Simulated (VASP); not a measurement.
Input of a VASP 6.6.1 run:

INCAR

```
PREC     = Accurate       # precision mode
ENCUT    = 520            # plane-wave cutoff, eV
EDIFF    = 1E-7           # SCF threshold, eV
ISMEAR   = 0              # smearing method
SIGMA    = 0.15           # smearing width, eV
LREAL    = False          # projectors in reciprocal space
LASPH    = True           # aspherical terms in the spheres
NELM     = 80             # most SCF steps
ALGO     = Normal         # electronic algorithm
ISIF     = 2              # what is computed and relaxed
LWAVE    = False          # write WAVECAR
LCHARG   = True           # write CHGCAR
GGA      = PE             # functional
LELF     = True           # ELF
LVHAR    = True         
NBANDS   = 13             # bands
```

KPOINTS

```
Automatic mesh
0
Gamma
  16 16 16
```

POSCAR

```
Pb
1.0
    0.0000000000      2.2722160000      2.3710080000
    2.2722160000      0.0000000000      2.3710080000
    2.2722160000      2.2722160000      0.0000000000
Pb
1
Direct
    0.0000000000      0.0000000000      0.0000000000
```

Potentials or basis: VASP PAW PBE potentials, release 64 (Pb_d).

Run with:

```sh
$ cat potpaw_PBE.64/Pb_d/POTCAR > POTCAR
$ mpirun -np 1 vasp_std > vasp.out
```

Question: Estimate the pressure.

Answer: 20.2 GPa.

Question: Predict the band gap on the k mesh.

Answer: Zero (bands 7 and 8 overlap by 11.46 eV).

Stress tensor (GPa, compression positive):
```
20.43  0.00  0.00
 0.00 20.43  0.00
 0.00  0.00 19.72
```

Caveat: the cell differs from its parent crystal (strain -0.080 along x and y, -0.040 along z); the cell stands under pressure; spin-orbit coupling is left out, which moves the levels of the heavy elements.
